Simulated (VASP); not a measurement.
# CaSe (F-43m) in VASP: notebook

The runs below take CaSe through single point, with PBE, HSE06.

Everything below comes from runs of VASP 6.6.1. Logs are shortened: lines on timing, memory, paths and dates and some standing lists are left out, and cuts for length are marked.

### 1 The cell of the first run

Symmetry: F-43m, No. 216, cubic system. Conventional cell: a = 6.559 Å, b = 6.559 Å, c = 6.559 Å, α = 90.00°, β = 90.00°, γ = 90.00°. Ca (site symmetry -43m) has 4 Se at 2.84 Å within 3.7 Å. Se (site symmetry -43m) has 4 Ca at 2.84 Å within 3.7 Å.

### 2 Single point, PBE

File INCAR:

```
  PREC = Accurate
  ENCUT = 520
  EDIFF = 1E-6
  ISMEAR = 0
  SIGMA = 0.01
  LREAL = False
  LASPH = True
  NELM = 60
  ALGO = Normal
  ISIF = 2
  LWAVE = False
  LCHARG = False
  GGA = PE
  NBANDS = 15
```

File KPOINTS:

```
Automatic mesh
0
Gamma
  4 4 4
```

File POSCAR:

```
CaSe
1.0
    0.0000000000      3.2795613702      3.2795613702
    3.2795613702      0.0000000000      3.2795613702
    3.2795613702      3.2795613702      0.0000000000
Ca Se
1 1
Direct
    0.0000000000      0.0000000000      0.0000000000
    0.2500000000      0.2500000000      0.2500000000
```

Potentials or basis: VASP PAW PBE potentials, release 64 (Ca_sv, Se).

Launch:

```bash
> cat potpaw_PBE.64/Ca_sv/POTCAR potpaw_PBE.64/Se/POTCAR > POTCAR
> mpirun -np 1 vasp_std > vasp.out
```

OUTCAR:

```text
PREC = Accurate
   ENCUT = 520
   EDIFF = 1E-6
   ISMEAR = 0
   LREAL = False
   LASPH = True
   NELM = 60
   ISIF = 2
   GGA = PE

 ion  position               nearest neighbor table
   1  0.000  0.000  0.000-   2 2.84   2 2.84   2 2.84   2 2.84
   2  0.250  0.250  0.250-   1 2.84   1 2.84   1 2.84   1 2.84

  LATTYP: Found a face centered cubic cell.
 ALAT       =     6.5591227404

  Lattice vectors:

 A1 = (   0.0000000000,   3.2795613702,   3.2795613702)
 A2 = (   3.2795613702,   0.0000000000,   3.2795613702)
 A3 = (   3.2795613702,   3.2795613702,   0.0000000000)

Analysis of symmetry for initial positions (statically):
[... 5 lines left out ...]
 face centered cubic supercell.

 Subroutine GETGRP returns: Found 24 space group operations
 (whereof 24 operations were pure point group operations)
 out of a pool of 48 trial point group operations.

The static configuration has the point symmetry T_d .

Analysis of symmetry for dynamics (positions and initial velocities):
[... 5 lines left out ...]
 face centered cubic supercell.

 Subroutine GETGRP returns: Found 24 space group operations
 (whereof 24 operations were pure point group operations)
 out of a pool of 48 trial point group operations.

The dynamic configuration has the point symmetry T_d .

 Subroutine INISYM returns: Found 24 space group operations
 (whereof 24 operations are pure point group operations),
 and found     1 'primitive' translations

----------------------------------------------------------------------------------------

                                     Primitive cell

  volume of cell :      70.5468

  direct lattice vectors                    reciprocal lattice vectors
     0.000000000  3.279561370  3.279561370    -0.152459413  0.152459413  0.152459413
     3.279561370  0.000000000  3.279561370     0.152459413 -0.152459413  0.152459413
     3.279561370  3.279561370  0.000000000     0.152459413  0.152459413 -0.152459413

  length of vectors
     4.638000168  4.638000168  4.638000168     0.264067449  0.264067449  0.264067449

  position of ions in fractional coordinates (direct lattice)
     0.000000000  0.000000000  0.000000000
     0.250000000  0.250000000  0.250000000

  ion indices of the primitive-cell ions
   primitive index   ion index
                 1           1
                 2           2

----------------------------------------------------------------------------------------

 KPOINTS: Automatic mesh

Automatic generation of k-mesh.
 Grid dimensions read from file:
 generate k-points for:    4    4    4

 Generating k-lattice:

  Cartesian coordinates                     Fractional coordinates (reciprocal lattice)
    -0.038114853  0.038114853  0.038114853     0.250000000  0.000000000  0.000000000
     0.038114853 -0.038114853  0.038114853     0.000000000  0.250000000  0.000000000
     0.038114853  0.038114853 -0.038114853     0.000000000  0.000000000  0.250000000

  Length of vectors
     0.066016862  0.066016862  0.066016862

  Shift w.r.t. Gamma in fractional coordinates (k-lattice)
     0.000000000  0.000000000  0.000000000

 Subroutine IBZKPT returns following result:
 ===========================================

 Found      8 irreducible k-points:

 Following reciprocal coordinates:
            Coordinates               Weight
  0.000000  0.000000  0.000000      1.000000
  0.250000  0.000000  0.000000      8.000000
  0.500000  0.000000  0.000000      4.000000
  0.250000  0.250000  0.000000      6.000000
  0.500000  0.250000  0.000000     24.000000
 -0.250000  0.250000  0.000000     12.000000
  0.500000  0.500000  0.000000      3.000000
 -0.250000  0.500000  0.250000      6.000000
   k-points           NKPTS =      8   k-points in BZ     NKDIM =      8   number of bands    NBANDS=     15
   number of dos      NEDOS =    301   number of ions     NIONS =      2
   total plane-waves  NPLWV =  46656
   dimension x,y,z NGX =    36 NGY =   36 NGZ =   36
   dimension x,y,z NGXF=    72 NGYF=   72 NGZF=   72
   ions per type =               1   1
   NGX,Y,Z   is equivalent  to a cutoff of  12.90, 12.90, 12.90 a.u.
   NGXF,Y,Z  is equivalent  to a cutoff of  25.81, 25.81, 25.81 a.u.
 SYSTEM =  unknown system
   PREC   = accura    normal or accurate (medium, high low for compatibility)
   ISTART =      0    job   : 0-new  1-cont  2-samecut
   ICHARG =      2    charge: 1-file 2-atom 10-const
   ISPIN  =      1    spin polarized calculation?
   LNONCOLLINEAR =      F non collinear calculations
   LSORBIT =      F    spin-orbit coupling
   LASPH  =      T    aspherical Exc in radial PAW
   ENCUT  =  520.0 eV  38.22 Ry    6.18 a.u.   8.62  8.62  8.62*2*pi/ulx,y,z
   NELM   =     60;   NELMIN=  2; NELMDL= -5     # of ELM steps
   EDIFF  = 0.1E-05   stopping-criterion for ELM
   LREAL  =      F    real-space projection
   EDIFFG = 0.1E-04   stopping-criterion for IOM
   NSW    =      0    number of steps for IOM
   IBRION =     -1    ionic relax: 0-MD 1-quasi-New 2-CG
   NFREE  =      0    steps in history (QN), initial steepest desc. (CG)
   ISIF   =      2    stress and relaxation
   ISYM   =      2    0-nonsym 1-usesym 2-fastsym
   POTIM  = 0.5000    time-step for ionic-motion
   TEBEG  =    0.0;   TEEND  =   0.0 temperature during run
   PSTRESS=    0.0 pullay stress
   NELECT =      16.0000    total number of electrons
   NUPDOWN=      -1.0000    fix difference up-down
   EMIN   =  10.00;   EMAX   =-10.00  energy-range for DOS
   EFERMI =   0.00;   METHOD = LEGACY
   ISMEAR =     0;   SIGMA  =   0.01  broadening in eV -4-tet -1-fermi 0-gaus
   EFERMI_NEDOS =   21; number of points for ismear=-14 and -15
   IALGO  =     38    algorithm
   IMIX   =      4    mixing-type and parameters
     AMIX     =   0.40;   BMIX     =  1.00
     AMIX_MAG =   1.60;   BMIX_MAG =  1.00
  volume/ion in A,a.u.               =      35.27       238.04
  Fermi-wavevector in a.u.,A,eV,Ry     =   0.998364  1.886635 13.561354  0.996731
  Thomas-Fermi vector in A             =   2.130583
   LORBIT       =      0    0 simple, 1 ext, 2 COOP (PROOUT), +10 PAW based schemes
   GGA     = PE    functional components
   LHFCALC =     F    Hartree Fock is set to
   AEXX    =    0.0000 exact exchange contribution
   IVDW    =     0    specifies the selected vdW correction
   LEPSILON=     F    determine dielectric tensor
   LRPA    =     F    only Hartree local field effects (RPA)
 non-spin polarized calculation
 Gauss-broadening in eV      SIGMA  =   0.01
  energy-cutoff  :      520.00
  volume of cell :       70.55
 maximum number of plane-waves:      1924
 NGX is ok and might be reduce to    36
   NGX = 17   NGY = 17   NGZ = 17

 number of electron      16.0000003 magnetization

 Free energy of the ion-electron system (eV)
  ---------------------------------------------------
  ext. energy  EPLUGINS =         0.00000000
  ---------------------------------------------------
  free energy    TOTEN  =        -8.96647560 eV

  energy without entropy =       -8.96647560  energy(sigma->0) =       -8.96647560

 E-fermi :  -0.2036     XC(G=0):  -7.6202

 val. band max:       -0.2999772542   @ k =  -0.2500   0.2500   0.0000
 cond. band min:       2.9021469689   @ k =   0.0000   0.0000   0.0000
 fundamental gap:      3.2021242231
 Fermi energy:        -0.2036221512

 k-point     1 :       0.0000    0.0000    0.0000
  band No.  band energies     occupation
      1     -39.3599      2.00000
      2     -20.3771      2.00000
      3     -20.3771      2.00000
      4     -20.3771      2.00000
      5     -10.6294      2.00000
      6      -0.3976      2.00000
      7      -0.3976      2.00000
      8      -0.3976      2.00000
      9       2.9021      0.00000
     10       5.0777      0.00000
     11       5.0777      0.00000
     12       7.0960      0.00000
     13       7.0960      0.00000
     14       7.0960      0.00000
     15       8.7936      0.00000

 k-point     2 :       0.2500    0.0000    0.0000
  band No.  band energies     occupation
      1     -39.3590      2.00000
      2     -20.3996      2.00000
      3     -20.3798      2.00000
      4     -20.3798      2.00000
      5     -10.5008      2.00000
      6      -1.0935      2.00000
      7      -0.3525      2.00000
      8      -0.3525      2.00000
      9       4.2841      0.00000
     10       4.9284      0.00000
     11       4.9284      0.00000
     12       6.1978      0.00000
     13       6.8750      0.00000
     14       6.8750      0.00000
     15       7.7842      0.00000

 k-point     3 :       0.5000    0.0000    0.0000
  band No.  band energies     occupation
      1     -39.3581      2.00000
      2     -20.4219      2.00000
      3     -20.3826      2.00000
      4     -20.3826      2.00000
      5     -10.3701      2.00000
      6      -1.5186      2.00000
      7      -0.3173      2.00000
      8      -0.3173      2.00000
      9       4.7867      0.00000
     10       5.1954      0.00000
     11       5.1954      0.00000
     12       5.5364      0.00000
     13       6.0671      0.00000
     14       6.0671      0.00000
     15       8.5907      0.00000

 k-point     4 :       0.2500    0.2500    0.0000
  band No.  band energies     occupation
      1     -39.3587      2.00000
      2     -20.4011      2.00000
      3     -20.3837      2.00000
      4     -20.3837      2.00000
      5     -10.4584      2.00000
      6      -1.1652      2.00000
      7      -0.3761      2.00000
      8      -0.3761      2.00000
      9       3.9664      0.00000
     10       4.9921      0.00000
     11       5.4197      0.00000
     12       6.3133      0.00000
     13       6.4513      0.00000
     14       6.4513      0.00000
     15       8.3246      0.00000

 k-point     5 :       0.5000    0.2500    0.0000
  band No.  band energies     occupation
      1     -39.3579      2.00000
      2     -20.4181      2.00000
      3     -20.3916      2.00000
      4     -20.3865      2.00000
      5     -10.3289      2.00000
      6      -1.3317      2.00000
      7      -0.6228      2.00000
      8      -0.3285      2.00000
      9       3.8190      0.00000
     10       4.8397      0.00000
     11       5.3838      0.00000
     12       6.1177      0.00000
     13       6.3684      0.00000
     14       6.9591      0.00000
     15       8.6351      0.00000

 k-point     6 :      -0.2500    0.2500    0.0000
  band No.  band energies     occupation
      1     -39.3581      2.00000
      2     -20.4125      2.00000
      3     -20.3919      2.00000
      4     -20.3826      2.00000
      5     -10.3718      2.00000
      6      -1.2126      2.00000
      7      -0.7106      2.00000
      8      -0.3000      2.00000
      9       4.4252      0.00000
     10       4.7428      0.00000
     11       5.1091      0.00000
     12       6.2395      0.00000
     13       6.5067      0.00000
     14       6.7706      0.00000
     15       8.1310      0.00000

 k-point     7 :       0.5000    0.5000    0.0000
  band No.  band energies     occupation
      1     -39.3576      2.00000
      2     -20.4245      2.00000
      3     -20.3903      2.00000
      4     -20.3903      2.00000
      5     -10.2864      2.00000
      6      -1.5452      2.00000
      7      -0.3368      2.00000
      8      -0.3368      2.00000
      9       3.2426      0.00000
     10       4.6823      0.00000
     11       5.8044      0.00000
     12       5.8044      0.00000
     13       5.8305      0.00000
     14       7.7256      0.00000
     15       9.0459      0.00000

 k-point     8 :      -0.2500    0.5000    0.2500
  band No.  band energies     occupation
      1     -39.3576      2.00000
      2     -20.4185      2.00000
      3     -20.3963      2.00000
      4     -20.3904      2.00000
      5     -10.2866      2.00000
      6      -1.0132      2.00000
      7      -0.9970      2.00000
      8      -0.4005      2.00000
      9       3.4700      0.00000
     10       4.6860      0.00000
     11       5.5953      0.00000
     12       5.9230      0.00000
     13       6.5185      0.00000
     14       8.4541      0.00000
     15       8.6581      0.00000

------------------------ aborting loop because EDIFF is reached ----------------------------------------

  FORCE on cell =-STRESS in cart. coord.  units (eV):
  Direction    XX          YY          ZZ          XY          YZ          ZX
  --------------------------------------------------------------------------------------
  -------------------------------------------------------------------------------------
  Total        0.2451824      0.2451824      0.2451824     -0.0000000     -0.0000000     -0.0000000
  in kB        5.5682986      5.5682986      5.5682986     -0.0000000     -0.0000000     -0.0000000
  external PRESSURE =       5.5682986 kB  Pullay stress =       0.0000000 kB

 VOLUME and BASIS-vectors are now :
 -----------------------------------------------------------------------------
  energy-cutoff  :      520.00
  volume of cell :       70.55
      direct lattice vectors                 reciprocal lattice vectors
     0.000000000  3.279561370  3.279561370    -0.152459413  0.152459413  0.152459413
     3.279561370  0.000000000  3.279561370     0.152459413 -0.152459413  0.152459413
     3.279561370  3.279561370  0.000000000     0.152459413  0.152459413 -0.152459413

 POSITION                                       TOTAL-FORCE (eV/Angst)
 -----------------------------------------------------------------------------------
      0.00000      0.00000      0.00000         0.000000     -0.000000     -0.000000
      1.63978      1.63978      1.63978        -0.000000      0.000000      0.000000
 -----------------------------------------------------------------------------------
    total drift:                                0.000000      0.000000      0.000000

  FREE ENERGIE OF THE ION-ELECTRON SYSTEM (eV)
  ---------------------------------------------------
  free  energy   TOTEN  =        -8.9664755954 eV

  energy  without entropy=       -8.9664755954  energy(sigma->0) =       -8.96647560
```

Wall time 9.3 s (1 thread of Intel Xeon Platinum 8488C (Sapphire Rapids), shared host); peak memory 0.19 GiB.

What came out:

| Property | Result |
| --- | --- |
| Free energy | -8.9665 eV |
| Pressure | 0.6 GPa |
| Band gap on the k mesh | 3.20 eV, indirect (least direct gap 3.30 eV) |

Levels at points of the mesh, in eV from the valence-band top:
```
           k point  band 5  band 6  band 7  band 8  band 9  band 10  band 11  band 12
(0.00, 0.00, 0.00)  -10.33   -0.10   -0.10   -0.10    3.20     5.38     5.38     7.40
(0.50, 0.00, 0.00)  -10.07   -1.22   -0.02   -0.02    5.09     5.50     5.50     5.84
(0.50, 0.50, 0.00)   -9.99   -1.25   -0.04   -0.04    3.54     4.98     6.10     6.10
```

A k mesh can miss the band edges. Expect the measured gap to be larger: semilocal functionals such as PBE lack the derivative discontinuity.

### 3 Single point, PBE

File INCAR:

```
SYSTEM = CaSe
PREC = Accurate ; ENCUT = 520
EDIFF = 1E-6 ; ISMEAR = 0
SIGMA = 0.01 ; LREAL = .FALSE.
LASPH = .TRUE. ; NELM = 60
ALGO = Normal ; ISIF = 2
LWAVE = .FALSE. ; LCHARG = .FALSE.
GGA = PE ; NBANDS = 15
```

File KPOINTS:

```
regular mesh
0
G
  4 4 4
  0 0 0
```

POSCAR is that of step 2.

Potentials or basis: VASP PAW PBE potentials, release 64 (Ca_sv, Se).

Launch:

```bash
> cat potpaw_PBE.64/Ca_sv/POTCAR potpaw_PBE.64/Se/POTCAR > POTCAR
> mpirun -np 1 vasp_std > vasp.out
```

Run time: 8.9 s. Hardware: 1 thread of Intel Xeon Platinum 8488C (Sapphire Rapids), shared host; peak memory 0.2 GiB.

The run converged. Its results:

```yaml
Free_energy: -8.9665 eV
Pressure: 0.6 GPa
Band_gap_on_the_k_mesh: 3.20 eV, indirect (least direct gap 3.30 eV)
```

Levels at points of the mesh, in eV from the valence-band top:
```tsv
k point	band 4	band 5	band 6	band 7	band 8	band 9	band 10	band 11	band 12	band 13
(0.00, 0.00, 0.00)	-20.08	-10.33	-0.10	-0.10	-0.10	3.20	5.38	5.38	7.40	7.40
(0.50, 0.00, 0.00)	-20.08	-10.07	-1.22	-0.02	-0.02	5.09	5.50	5.50	5.84	6.37
(0.50, 0.50, 0.00)	-20.09	-9.99	-1.25	-0.04	-0.04	3.54	4.98	6.10	6.10	6.13
```

A k mesh can miss the band edges. A hybrid or GW would open this gap; PBE tends to underestimate it.

(Continued in part 2 of 2.)
